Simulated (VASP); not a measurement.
A run of VASP 6.6.1 is set up as follows.

INCAR

```
SYSTEM = BN
ALGO     = Normal         ! electronic algorithm
EDIFF    = 1E-8           ! SCF threshold, eV
ENCUT    = 520            ! plane-wave cutoff, eV
GGA      = PE             ! functional
ISIF     = 2              ! what is computed and relaxed
ISMEAR   = -1             ! smearing method
LASPH    = .TRUE.         ! aspherical terms in the spheres
LCHARG   = .FALSE.        ! write CHGCAR
LEFG     = .TRUE.       
LREAL    = .FALSE.        ! projectors in reciprocal space
LWAVE    = .FALSE.        ! write WAVECAR
NBANDS   = 16             ! bands
NELM     = 60             ! most SCF steps
PREC     = Accurate       ! precision mode
SIGMA    = 0.02           ! smearing width, eV
```

The input KPOINTS:

```
k-points
0
G
  11 11 4
  0 0 0
```

Contents of POSCAR:

```
BN
1.0
    2.5039917043     -0.0125199585     -0.0125199585
   -1.2628384543      2.1747804061     -0.0045826229
   -0.0333060000     -0.0333060000      6.6612000000
B N
2 2
Direct
    0.3333333333      0.6666666667      0.2500000000
    0.6666666667      0.3333333333      0.7500000000
    0.3333333333      0.6666666667      0.7500000000
    0.6666666667      0.3333333333      0.2500000000
```

Potentials or basis: VASP PAW PBE potentials, release 64 (B, N).

The run is started by

```sh
$ cat potpaw_PBE.64/B/POTCAR potpaw_PBE.64/N/POTCAR > POTCAR
$ mpirun -np 1 vasp_std > vasp.out
```

**Question.** Estimate the pressure.

**Answer.** 3.4 GPa.

**Question.** Estimate the band gap on the k mesh.

**Answer.** 4.30 eV (least direct gap 4.66 eV).

**Question.** What does it give for the largest force?

**Answer.** 0.127 eV/Å.

Stress tensor (GPa, compression positive):
```
3.77 3.74 0.02
3.74 3.76 0.02
0.02 0.02 2.71
```

Caveat: the cell differs from its parent crystal (equal xy, yz and zx shear strains of -1 %); the cell stands under pressure; without QUAD_EFG the Cq values of the log hold for a quadrupole moment of 1 mb, not for the nuclei; an odd mesh through Γ misses points on the zone boundary, where band edges can lie.
